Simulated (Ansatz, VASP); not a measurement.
## Ca: VASP beside Ansatz

Contents of INCAR:

```
PREC = Accurate
ENCUT = 520
EDIFF = 1E-6
ISMEAR = 0
SIGMA = 0.15
LREAL = False
LASPH = True
NELM = 80
ALGO = Fast
ISIF = 2
LWAVE = False
LCHARG = True
GGA = PS
LELF = True
LVHAR = True
NBANDS = 11
```

KPOINTS

```
regular mesh
0
Gamma
  16 16 16
```

File POSCAR:

```
Ca
1.0
   -2.2603350262      2.2052049036      2.1961148100
    2.2603350262     -2.2052049036      2.1961148100
    2.2603350262      2.2052049036     -2.1961148100
Ca
1
Direct
    0.5000000000      0.5000000000      0.0000000000
```

Input for Ansatz:

```yaml
crystal:
  lattice:
    - [-2.2603350262, 2.2052049036, 2.19611481]
    - [2.2603350262, -2.2052049036, 2.19611481]
    - [2.2603350262, 2.2052049036, -2.19611481]
  atoms:
    - { symbol: Ca, position: [0.5, 0.5, 0.0] }
basis:
  ecutwfc: 420
kpoints:
  mp_grid: { grid: [16, 16, 16] }
hamiltonian:
  xc: pbesol
scf:
  occupations: { method: gaussian, width: 0.15 }
output:
  forces: true
  stress: true
  eigenvalues: true
```

Change from the starting cell: strain +0.0250 x Voigt [1, 0, 0, 0, 0, 0], atoms carried along.

Alike in both runs: task single point; functional PBEsol; k mesh 16 × 16 × 16; occupations gaussian, width 0.15 eV; no spin polarisation.

```csv
,VASP,Ansatz
version,VASP 6.6.1,Ansatz 0.2.0
potentials or method,"VASP PAW PBE potentials, release 64 (Ca_sv), cutoff 520 eV","scalar-relativistic, plane waves, PAW"
valence electrons in the cell,10,10
```

|  | VASP | Ansatz | Ansatz less VASP |
| --- | --- | --- | --- |
| gap on the k mesh at the Fermi level (eV) | none | none | - |
| pressure (GPa) | -1.2 | -1.2 | -0.01 |

VASP's potentials were made for PBE, not for PBEsol. A gap of «none» marks a metal or a gap that the smearing closes.
